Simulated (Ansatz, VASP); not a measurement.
Two plane-wave programs on Al3Cu2

Contents of INCAR:

```
SYSTEM = Al3Cu2
ALGO     = Fast           ! electronic algorithm
EDIFF    = 1E-6           ! SCF threshold, eV
ENCUT    = 520            ! plane-wave cutoff, eV
GGA      = PS             ! functional
ISIF     = 2              ! what is computed and relaxed
ISMEAR   = 0              ! smearing method
LASPH    = .TRUE.         ! aspherical terms in the spheres
LCHARG   = .FALSE.        ! write CHGCAR
LREAL    = .FALSE.        ! projectors in reciprocal space
LWAVE    = .FALSE.        ! write WAVECAR
NBANDS   = 24             ! bands
NELM     = 100            ! most SCF steps
PREC     = Accurate       ! precision mode
SIGMA    = 0.1            ! smearing width, eV
```

File KPOINTS:

```
k-points
0
G
  12 12 8
  0 0 0
```

The input POSCAR:

```
Al3Cu2
1.0
    4.0919516368      0.0000000000      0.0000000000
   -2.0459758184      3.5437340685      0.0000000000
    0.0000000000      0.0000000000      4.9927787000
Al Cu
3 2
Direct
    0.0000000000      0.0000000000      0.0000000000
    0.3333333333      0.6666666667      0.3499253500
    0.6666666667      0.3333333333      0.6500746500
    0.3333333333      0.6666666667      0.8395121300
    0.6666666667      0.3333333333      0.1604878700
```

Input for Ansatz:

```yaml
crystal:
  lattice:
    - [4.0919516368, 0.0, 0.0]
    - [-2.0459758184, 3.5437340685, 0.0]
    - [0.0, 0.0, 4.9927787]
  atoms:
    - { symbol: Al, position: [0.0, 0.0, 0.0] }
    - { symbol: Al, position: [0.3333333333, 0.6666666667, 0.34992535] }
    - { symbol: Al, position: [0.6666666667, 0.3333333333, 0.65007465] }
    - { symbol: Cu, position: [0.3333333333, 0.6666666667, 0.83951213] }
    - { symbol: Cu, position: [0.6666666667, 0.3333333333, 0.16048787] }
basis:
  ecutwfc: 460
kpoints:
  mp_grid: { grid: [12, 12, 8] }
hamiltonian:
  xc: pbesol
scf:
  occupations: { method: gaussian, width: 0.1 }
output:
  forces: true
  stress: true
  eigenvalues: true
  write_density: true
  write_potential: true
  elf: true
  volumetric_format: npy
```

Alike in both runs: task single point; functional PBEsol; k mesh 12 × 12 × 8; occupations gaussian, width 0.1 eV; no spin polarisation.

|  | VASP | Ansatz |
| --- | --- | --- |
| version | VASP 6.6.1 | Ansatz 0.2.0 |
| potentials or method | VASP PAW PBE potentials, release 64 (Al, Cu), cutoff 520 eV | scalar-relativistic, plane waves, PAW |
| valence electrons in the cell | 31 | 47 |

```csv
,VASP,Ansatz,Ansatz less VASP
gap on the k mesh at the Fermi level (eV),none,none,-
pressure (GPa),0.5,0.1,-0.37
"traceless stress, the component that is largest in VASP (GPa)",-0.32,-0.33,-0.013
rms of the force components (eV/Å),0.025,0.025,-0.0003
```

VASP's potentials were made for PBE, not for PBEsol. Atom by atom the forces differ by 0.002 eV/Å (rms over components). A gap of «none» marks a metal or a gap that the smearing closes. The functional is the same, so the differences come from potentials, cutoffs and numerics. VASP's potentials hold 31 valence electrons a cell and Ansatz's 47, so a difference there can come from the potentials and not from the codes.
